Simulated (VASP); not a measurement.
Write the native input for VASP 6.6.1 that does the following.

| Property | Result |
| --- | --- |
| Task | single point |
| Functional | LDA |
| Potentials or basis | VASP PAW LDA potentials, release 64 (Pb_d, S) |
| Cutoff | 520 eV |
| k mesh | 12 × 12 × 12 |
| Occupations | fermi-dirac, width 0.1 eV |
| Spin | no spin polarisation |
| Dipole correction | no |
| Further INCAR settings | ALGO = Normal; EDIFF = 1e-06; NBANDS = 17 |

The structure of PbS (zincblende type) lies in POSCAR:

```
PbS
1.0
    0.0000000000      2.7894184019      2.7894184019
    2.7894184019      0.0000000000      2.7894184019
    2.7894184019      2.7894184019      0.0000000000
Pb S
1 1
Direct
    0.0000000000      0.0000000000      0.0000000000
    0.2500000000      0.2500000000      0.2500000000
```

These files were run (other wordings do the same):

INCAR

```
PREC = Accurate ; ENCUT = 520
EDIFF = 1E-6 ; ISMEAR = -1
SIGMA = 0.1 ; LREAL = False
LASPH = True ; NELM = 100
ALGO = Normal ; ISIF = 2
LWAVE = False ; LCHARG = False
GGA = CA ; NBANDS = 17
```

KPOINTS

```
regular mesh
0
Gamma
  12 12 12
```

Potentials or basis: VASP PAW LDA potentials, release 64 (Pb_d, S).

Launch:

```sh
$ cat potpaw_LDA.64/Pb_d/POTCAR potpaw_LDA.64/S/POTCAR > POTCAR
$ mpirun -np 1 vasp_std > vasp.out
```

It gave:

| Item | Value |
| --- | --- |
| Pressure | 43.1 GPa |
| Band gap on the k mesh | zero (bands 10 and 11 overlap by 1.34 eV) |

Caveat: the cell stands under pressure; spin-orbit coupling is left out, which moves the levels of the heavy elements.

Wall time 87 s on 1 thread of Intel Xeon 8259CL, on a shared host, peak memory 0.18 GiB.
